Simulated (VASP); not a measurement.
Wanted: the native input for a VASP 6.6.1 run.

- Task: single point
- Functional: PBE
- Potentials or basis: VASP PAW PBE potentials, release 64 (Zr_sv, C, H, O)
- Cutoff: 520 eV
- k mesh: 3 × 3 × 1
- Occupations: fermi-dirac, width 0.05 eV
- Spin: no spin polarisation
- Dipole correction: no
- Further INCAR settings: ALGO = Normal; EDIFF = 1e-06; NBANDS = 116; NELMDL = -8

The structure of Zr16HCO lies in POSCAR:

```
Zr16HCO
1.0
    6.4600000000      0.0000000000      0.0000000000
    3.2300000000      5.5945240000      0.0000000000
    0.0000000000      0.0000000000     20.7180850000
Zr C H O
16 1 1 1
Direct
   -0.1666629726      0.3333259452      0.0482670092
    0.3333370274      0.3333259452      0.0482670092
   -0.1666663688      0.8333327375      0.0482670092
    0.3333336312      0.8333327375      0.0482670092
   -0.0005856562     -0.0069711025      0.1641464450
    0.5033324595     -0.0051478910      0.1680705529
    0.0003968578      0.4995778014      0.1609463423
    0.4985520600      0.4988091927      0.1617524013
   -0.1816237261      0.3157551920      0.2794177165
    0.3694425526      0.3126628825      0.2837376138
   -0.1689943432      0.8366574171      0.2897420297
    0.3353310475      0.8560871309      0.2932848282
    0.0202021264     -0.0394135408      0.4142902204
    0.5192833489     -0.0439536947      0.4346878585
    0.0185941745      0.4573936943      0.4003362280
    0.5045083274      0.5098378343      0.4085754065
    0.6504528836      1.2316329325      0.4902576662
    1.2583139379      0.5775826505      0.4584110935
    0.7460896484      1.2790900531      0.5301793095
```

The input as run:

INCAR

```
SYSTEM = Zr16HCO
PREC = Accurate
ENCUT = 520
EDIFF = 1E-6
ISMEAR = -1
SIGMA = 0.05
LREAL = .False.
LASPH = .True.
NELM = 120
ALGO = Normal
ISIF = 2
LWAVE = .False.
LCHARG = .False.
GGA = PE
NBANDS = 116
GGA_COMPAT = .False.
NELMDL = -8
```

KPOINTS

```
regular mesh
0
Gamma
  3 3 1
  0 0 0
```

Potentials or basis: VASP PAW PBE potentials, release 64 (Zr_sv, C, H, O).

The run is started by

```console
$ cat potpaw_PBE.64/Zr_sv/POTCAR potpaw_PBE.64/C/POTCAR potpaw_PBE.64/H/POTCAR potpaw_PBE.64/O/POTCAR > POTCAR
$ mpirun -np 1 vasp_std > vasp.out
```

It gave:

| Quantity | Value |
| --- | --- |
| Largest force | 4.929 eV/Å |
| Band gap on the k mesh | zero (an odd number of electrons rules out a gap without spin polarisation) |

Caveat: the k points lie up to 0.37 Å⁻¹ apart, too coarse for converged energies and pressures of a metal; there is no dipole correction, which matters where the two faces differ; an odd number of electrons without spin polarisation forces a metal; a magnetic or distorted state may lie lower.

It took 51 min on 1 thread of AMD EPYC 7R43 64-Core Processor (Zen 3), with other jobs on the host, peak memory 0.85 GiB.
